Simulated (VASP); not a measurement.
# Si (P6_3/mmc) in VASP: further runs

Si is run at these levels: PBE; tasks: single point.

Program: VASP 6.6.1. These are calculated values, not measurements. Logs are shortened: lines on timing, memory, paths and dates and some standing lists are left out, and cuts for length are marked.

## Step 1: The cell of the first run

Symmetry: P6_3/mmc, No. 194, hexagonal system. Conventional cell: a = 3.920 Å, b = 3.920 Å, c = 6.142 Å, α = 90.00°, β = 90.00°, γ = 120.00°. Within 3.1 Å of Si (site symmetry 3m) lie 4 Si at 2.36 to 2.41 Å.

## Step 2: Single point, PBE (c/a of the conventional cell at fixed volume 1.5668)

Contents of INCAR:

```
SYSTEM = Si
ALGO = Normal
EDIFF = 1E-6
ENCUT = 520
GGA = PE
ISIF = 2
ISMEAR = 0
LASPH = .True.
LCHARG = .False.
LREAL = .False.
LWAVE = .False.
NBANDS = 16
NELM = 100
PREC = Accurate
SIGMA = 0.05
```

Contents of KPOINTS:

```
k-points
0
Gamma
  12 12 6
  0 0 0
```

Contents of POSCAR:

```
Si
1.0
    3.9202120069      0.0000000000      0.0000000000
   -1.9601060035      3.3950031862      0.0000000000
    0.0000000000      0.0000000000      6.1421881724
Si
4
Direct
    0.3333333333      0.6666666667      0.0535050491
    0.6666666667      0.3333333333      0.5535050491
    0.3333333333      0.6666666667      0.4464949509
    0.6666666667      0.3333333333      0.9464949509
```

Potentials or basis: VASP PAW PBE potentials, release 64 (Si).

Command:

```sh
$ cat potpaw_PBE.64/Si/POTCAR > POTCAR
$ mpirun -np 1 vasp_std > vasp.out
```

OUTCAR:

```text
SYSTEM = Si
   EDIFF = 1E-6
   ENCUT = 520
   GGA = PE
   ISIF = 2
   ISMEAR = 0
   LASPH = .True.
   LREAL = .False.
   NELM = 100
   PREC = Accurate

 ion  position               nearest neighbor table
   1  0.333  0.667  0.054-   4 2.36   4 2.36   4 2.36   3 2.41
   2  0.667  0.333  0.554-   3 2.36   3 2.36   3 2.36   4 2.41
   3  0.333  0.667  0.446-   2 2.36   2 2.36   2 2.36   1 2.41
   4  0.667  0.333  0.946-   1 2.36   1 2.36   1 2.36   2 2.41

  LATTYP: Found a hexagonal cell.
 ALAT       =     3.9202120069
 C/A-ratio  =     1.5668000000

  Lattice vectors:

 A1 = (   3.9202120069,   0.0000000000,   0.0000000000)
 A2 = (  -1.9601060035,   3.3950031862,   0.0000000000)
 A3 = (   0.0000000000,   0.0000000000,   6.1421881724)

Analysis of symmetry for initial positions (statically):
=====================================================================
 Subroutine PRICEL returns:
 Original cell was already a primitive cell.

 Routine SETGRP: Setting up the symmetry group for a
 hexagonal supercell.

 Subroutine GETGRP returns: Found 24 space group operations
 (whereof 12 operations were pure point group operations)
 out of a pool of 24 trial point group operations.

The static configuration has the point symmetry D_3d.
 The point group associated with its full space group is D_6h.

Analysis of symmetry for dynamics (positions and initial velocities):
=====================================================================
 Subroutine PRICEL returns:
 Original cell was already a primitive cell.

 Routine SETGRP: Setting up the symmetry group for a
 hexagonal supercell.

 Subroutine GETGRP returns: Found 24 space group operations
 (whereof 12 operations were pure point group operations)
 out of a pool of 24 trial point group operations.

The dynamic configuration has the point symmetry D_3d.
 The point group associated with its full space group is D_6h.

 Subroutine INISYM returns: Found 24 space group operations
 (whereof 12 operations are pure point group operations),
 and found     1 'primitive' translations

----------------------------------------------------------------------------------------

                                     Primitive cell

  volume of cell :      81.7472

  direct lattice vectors                    reciprocal lattice vectors
     3.920212007  0.000000000  0.000000000     0.255088245  0.147275267  0.000000000
[... 88 lines left out ...]
   ENCUT  =  520.0 eV  38.22 Ry    6.18 a.u.   7.29  7.29 11.42*2*pi/ulx,y,z
   NELM   =    100;   NELMIN=  2; NELMDL= -5     # of ELM steps
   EDIFF  = 0.1E-05   stopping-criterion for ELM
   LREAL  =      F    real-space projection
   EDIFFG = 0.1E-04   stopping-criterion for IOM
   NSW    =      0    number of steps for IOM
   IBRION =     -1    ionic relax: 0-MD 1-quasi-New 2-CG
   NFREE  =      0    steps in history (QN), initial steepest desc. (CG)
   ISIF   =      2    stress and relaxation
   ISYM   =      2    0-nonsym 1-usesym 2-fastsym
   POTIM  = 0.5000    time-step for ionic-motion
   TEBEG  =    0.0;   TEEND  =   0.0 temperature during run
   PSTRESS=    0.0 pullay stress
   NELECT =      16.0000    total number of electrons
   NUPDOWN=      -1.0000    fix difference up-down
   EMIN   =  10.00;   EMAX   =-10.00  energy-range for DOS
   EFERMI =   0.00;   METHOD = LEGACY
   ISMEAR =     0;   SIGMA  =   0.05  broadening in eV -4-tet -1-fermi 0-gaus
   EFERMI_NEDOS =   21; number of points for ismear=-14 and -15
   IALGO  =     38    algorithm
   IMIX   =      4    mixing-type and parameters
     AMIX     =   0.40;   BMIX     =  1.00
     AMIX_MAG =   1.60;   BMIX_MAG =  1.00
  volume/ion in A,a.u.               =      20.44       137.91
  Fermi-wavevector in a.u.,A,eV,Ry     =   0.950511  1.796206 12.292475  0.903471
  Thomas-Fermi vector in A             =   2.078895
   LORBIT       =      0    0 simple, 1 ext, 2 COOP (PROOUT), +10 PAW based schemes
   GGA     = PE    functional components
   LHFCALC =     F    Hartree Fock is set to
   AEXX    =    0.0000 exact exchange contribution
   IVDW    =     0    specifies the selected vdW correction
   LEPSILON=     F    determine dielectric tensor
   LRPA    =     F    only Hartree local field effects (RPA)
 non-spin polarized calculation
 Gauss-broadening in eV      SIGMA  =   0.05
  energy-cutoff  :      520.00
  volume of cell :       81.75
 maximum number of plane-waves:      2237
 NGX is ok and might be reduce to    30

 number of electron      15.9999999 magnetization

 Free energy of the ion-electron system (eV)
  ---------------------------------------------------
  ext. energy  EPLUGINS =         0.00000000
  ---------------------------------------------------
  free energy    TOTEN  =       -21.51094446 eV

  energy without entropy =      -21.51052140  energy(sigma->0) =      -21.51073293

 E-fermi :   6.0008     XC(G=0):  -9.3228

 val. band max:        5.9441664359   @ k =   0.5000   0.0000   0.0000
 cond. band min:       6.0062612275   @ k =   0.0833  -0.0000   0.0000
 fundamental gap:      0.0620947917
 Fermi energy:         6.0008364465

 k-point     1 :       0.0000    0.0000    0.0000
  band No.  band energies     occupation
      1      -6.2175      2.00000
      2      -3.8059      2.00000
      3      -0.8854      2.00000
      4       3.9922      2.00000
      5       3.9922      2.00000
      6       5.5963      2.00000
[... 433 lines left out ...]
      3      -1.0881      2.00000
      4       1.1315      2.00000
      5       1.4292      2.00000
      6       2.9106      2.00000
[... 8 lines left out ...]
     15      12.4965      0.00000
     16      12.7239      0.00000

 [... further k-points ...]
[... 5 lines left out ...]
  --------------------------------------------------------------------------------------
  -------------------------------------------------------------------------------------
  Total       -0.8191734     -0.8191734      1.4118304      0.0000000      0.0000000      0.0000000
  in kB      -16.0551200    -16.0551200     27.6707066      0.0000000      0.0000000      0.0000000
  external PRESSURE =      -1.4798445 kB  Pullay stress =       0.0000000 kB

 VOLUME and BASIS-vectors are now :
 -----------------------------------------------------------------------------
  energy-cutoff  :      520.00
  volume of cell :       81.75
      direct lattice vectors                 reciprocal lattice vectors
     3.920212007  0.000000000  0.000000000     0.255088245  0.147275267  0.000000000
    -1.960106003  3.395003186  0.000000000     0.000000000  0.294550534  0.000000000
     0.000000000  0.000000000  6.142188172     0.000000000  0.000000000  0.162808428

 POSITION                                       TOTAL-FORCE (eV/Angst)
 -----------------------------------------------------------------------------------
     -0.00000      2.26334      0.32864        -0.000000      0.000000      0.813449
      1.96011      1.13167      3.39973        -0.000000      0.000000      0.813449
     -0.00000      2.26334      2.74246         0.000000     -0.000000     -0.813449
      1.96011      1.13167      5.81355         0.000000     -0.000000     -0.813449
 -----------------------------------------------------------------------------------
    total drift:                               -0.000000      0.000000     -0.000000

  FREE ENERGIE OF THE ION-ELECTRON SYSTEM (eV)
  ---------------------------------------------------
  free  energy   TOTEN  =       -21.5109444588 eV

  energy  without entropy=      -21.5105213990  energy(sigma->0) =      -21.51073293
```

Wall time 48 s (1 thread of Intel Xeon 6975P-C (Granite Rapids), shared host); peak memory 0.23 GiB.

Results:

```
Free energy            : -21.5109 eV
Pressure               : -0.1 GPa
Largest force          : 0.813 eV/Å
Band gap on the k mesh : zero (band 8 reaches 6.08 eV, above the bottom of band 9 at 5.94 eV)
```

Forces on the atoms (eV/Å):
```
Si   0.000  0.000  0.813
Si   0.000  0.000  0.813
Si   0.000  0.000 -0.813
Si   0.000  0.000 -0.813
```

## Step 3: Single point, PBE (c/a of the conventional cell at fixed volume 1.4378)

Edit INCAR of step 2 so:

```diff
@@ -8,4 +8,6 @@
 LASPH = .True.
-LCHARG = .False.
+LCHARG = .True.
+LELF = .True.
 LREAL = .False.
+LVHAR = .True.
 LWAVE = .False.
```

KPOINTS is that of step 2.

Contents of POSCAR:

```
Si
1.0
    4.0341116679      0.0000000000      0.0000000000
   -2.0170558339      3.4936431861      0.0000000000
    0.0000000000      0.0000000000      5.8002457560
Si
4
Direct
    0.3333333333      0.6666666667      0.0770726086
    0.6666666667      0.3333333333      0.5770726086
    0.3333333333      0.6666666667      0.4229273914
    0.6666666667      0.3333333333      0.9229273914
```

Potentials or basis: VASP PAW PBE potentials, release 64 (Si).

Command:

```sh
$ cat potpaw_PBE.64/Si/POTCAR > POTCAR
$ mpirun -np 1 vasp_std > vasp.out
```

Run time: 37 s. Hardware: 1 thread of AMD EPYC 9R45 (Zen 5), shared host; peak memory 0.2 GiB.

The run converged. Its results:

| Property | Result |
| --- | --- |
| Free energy | -19.4809 eV |
| Pressure | 9.0 GPa |
| Largest force | 6.542 eV/Å |
| Band gap on the k mesh | zero (band 8 reaches 6.42 eV, above the bottom of band 9 at 5.92 eV) |

Forces on the atoms (eV/Å):
```
Si   0.000  0.000 -6.542
Si   0.000  0.000 -6.542
Si   0.000  0.000  6.542
Si   0.000  0.000  6.542
```

Stress tensor (GPa, compression positive):
```
-11.02   0.00   0.00
  0.00 -11.02   0.00
  0.00   0.00  49.10
```

Levels at points of the mesh, in eV from the Fermi level:
```
           k point  band 6  band 7  band 8  band 9  band 10  band 11
(0.00, 0.00, 0.00)   -1.32   -0.25    0.39    0.39     0.70     0.70
(0.50, 0.00, 0.00)   -3.75   -3.65   -0.84   -0.11     1.56     2.36
(0.00, 0.00, 0.50)   -1.52   -1.52   -1.52    1.08     1.08     2.46
(0.50, 0.00, 0.50)   -2.73   -2.44   -2.44    0.63     0.63     2.43
```

Caveat: forces of over 1 eV/Å act on the atoms, so gaps and moduli don't describe the material at rest.

## Step 4: Single point, PBE (c/a of the conventional cell at fixed volume 1.4378)

Contents of INCAR:

```
ALGO     = Normal         # electronic algorithm
EDIFF    = 1E-6           # SCF threshold, eV
ENCUT    = 520            # plane-wave cutoff, eV
GGA      = PE             # functional
ISIF     = 2              # what is computed and relaxed
ISMEAR   = 0              # smearing method
LASPH    = True           # aspherical terms in the spheres
LCHARG   = False          # write CHGCAR
LREAL    = False          # projectors in reciprocal space
LWAVE    = False          # write WAVECAR
NBANDS   = 16             # bands
NELM     = 80             # most SCF steps
PREC     = Accurate       # precision mode
SIGMA    = 0.05           # smearing width, eV
```

Contents of KPOINTS:

```
k-points
0
Gamma
  12 12 6
```

Contents of POSCAR:

```
Si
1.0
    4.0341116679      0.0000000000      0.0000000000
   -2.0170558339      3.4936431861      0.0000000000
    0.0000000000      0.0000000000      5.8002457560
Si
4
Direct
    0.3333333333      0.6666666667      0.0582185610
    0.6666666667      0.3333333333      0.5582185610
    0.3333333333      0.6666666667      0.4417814390
    0.6666666667      0.3333333333      0.9417814390
```

Command:

```sh
$ cat potpaw_PBE.64/Si/POTCAR > POTCAR
$ mpirun -np 1 vasp_std > vasp.out
```

Run time: 33 s. Hardware: 1 thread of AMD EPYC 9R45 (Zen 5), shared host; peak memory 0.2 GiB.

It converged, with:

```
Free energy            : -21.0266 eV
Pressure               : 1.6 GPa
Largest force          : 1.094 eV/Å
Band gap on the k mesh : zero (band 8 reaches 5.89 eV, above the bottom of band 9 at 5.59 eV)
```

Forces in eV/Å, atoms in the order of the input:
```
Si   0.000  0.000 -1.094
Si   0.000  0.000 -1.094
Si   0.000  0.000  1.094
Si   0.000  0.000  1.094
```

Stress tensor (GPa, compression positive):
```
-8.25  0.00  0.00
 0.00 -8.25  0.00
 0.00  0.00 21.43
```

Levels at points of the mesh, in eV from the Fermi level:
```csv
k point,band 6,band 7,band 8,band 9,band 10,band 11
"(0.00, 0.00, 0.00)",-0.44,0.05,0.17,0.17,1.48,1.48
"(0.50, 0.00, 0.00)",-3.38,-2.87,-1.02,-0.07,2.67,2.89
"(0.00, 0.00, 0.50)",-1.27,-1.27,-1.27,0.85,0.85,2.73
"(0.50, 0.00, 0.50)",-2.52,-1.68,-1.68,0.99,0.99,2.56
```

Caveat: forces of over 1 eV/Å act on the atoms, so gaps and moduli don't describe the material at rest.

## Step 5: Single point, PBE (c/a of the conventional cell at fixed volume 1.7816)

Contents of INCAR:

```
SYSTEM = Si
PREC = Accurate
ENCUT = 520
EDIFF = 1E-7
ISMEAR = 0
SIGMA = 0.05
LREAL = .FALSE.
LASPH = .TRUE.
NELM = 60
ALGO = Normal
ISIF = 2
LWAVE = .FALSE.
LCHARG = .TRUE.
GGA = PE
LELF = .TRUE.
LVHAR = .TRUE.
NBANDS = 16
```

Contents of KPOINTS:

```
Automatic mesh
0
G
  12 12 6
  0 0 0
```

Contents of POSCAR:

```
Si
1.0
    3.7558710575      0.0000000000      0.0000000000
   -1.8779355288      3.2526797491      0.0000000000
    0.0000000000      0.0000000000      6.6914598761
Si
4
Direct
    0.3333333333      0.6666666667      0.0393645135
    0.6666666667      0.3333333333      0.5393645135
    0.3333333333      0.6666666667      0.4606354865
    0.6666666667      0.3333333333      0.9606354865
```

Command:

```sh
$ cat potpaw_PBE.64/Si/POTCAR > POTCAR
$ mpirun -np 1 vasp_std > vasp.out
```

It took 39 s on 1 thread of AMD EPYC 9R45 (Zen 5), shared host; peak memory 0.19 GiB.

It converged, with:

| Quantity | Value |
| --- | --- |
| Free energy | -20.4036 eV |
| Pressure | 6.1 GPa |
| Largest force | 2.231 eV/Å |
| Band gap on the k mesh | zero (band 8 reaches 6.57 eV, above the bottom of band 9 at 6.20 eV) |

Forces in eV/Å, atoms in the order of the input:
```
Si   0.000  0.000  2.231
Si   0.000  0.000  2.231
Si   0.000  0.000 -2.231
Si   0.000  0.000 -2.231
```

Stress tensor (GPa, compression positive):
```
13.72  0.00  0.00
 0.00 13.72  0.00
 0.00  0.00 -9.12
```

Levels at points of the mesh, in eV from the Fermi level:
```csv
k point,band 5,band 6,band 7,band 8,band 9,band 10,band 11,band 12
"(0.00, 0.00, 0.00)",-2.13,-1.33,-1.33,-0.07,0.70,0.97,1.91,1.91
"(0.50, 0.00, 0.00)",-4.21,-3.70,-2.79,-2.47,-0.13,1.31,2.05,3.61
"(0.00, 0.00, 0.50)",-1.77,-1.77,-1.77,-1.77,1.57,1.57,2.42,2.42
"(0.50, 0.00, 0.50)",-3.30,-3.30,-2.35,-2.35,0.42,0.42,0.47,0.47
```

Caveat: forces of over 1 eV/Å act on the atoms, so gaps and moduli don't describe the material at rest.

## Step 6: Summary

```csv
cell,gap on the mesh (eV),pressure (GPa),largest force (eV/Å)
"a = 3.920, b = 3.920, c = 6.142 Å, angles 90.0, 90.0, 120.0°, 4 atoms",none,-0.1,0.81
"a = 4.034, b = 4.034, c = 5.800 Å, angles 90.0, 90.0, 120.0°, 4 atoms",none,1.6,1.09
"a = 3.756, b = 3.756, c = 6.691 Å, angles 90.0, 90.0, 120.0°, 4 atoms",none,6.1,2.23
```

Some of these runs hold the atoms at other places in the same cell, which the table doesn't show; runs alike in all that it shows share one row.

Alike in all rows: task single point; level PBE; potentials or basis VASP PAW PBE potentials, release 64 (Si); no spin polarisation; k mesh 12 × 12 × 6; cutoff (eV) 520; smearing gaussian 0.05 eV.

Caveats: forces of over 1 eV/Å act on the atoms, so gaps and moduli don't describe the material at rest (some runs).

Total energies depend on the potentials used, so only differences within one code and one set of settings carry meaning.
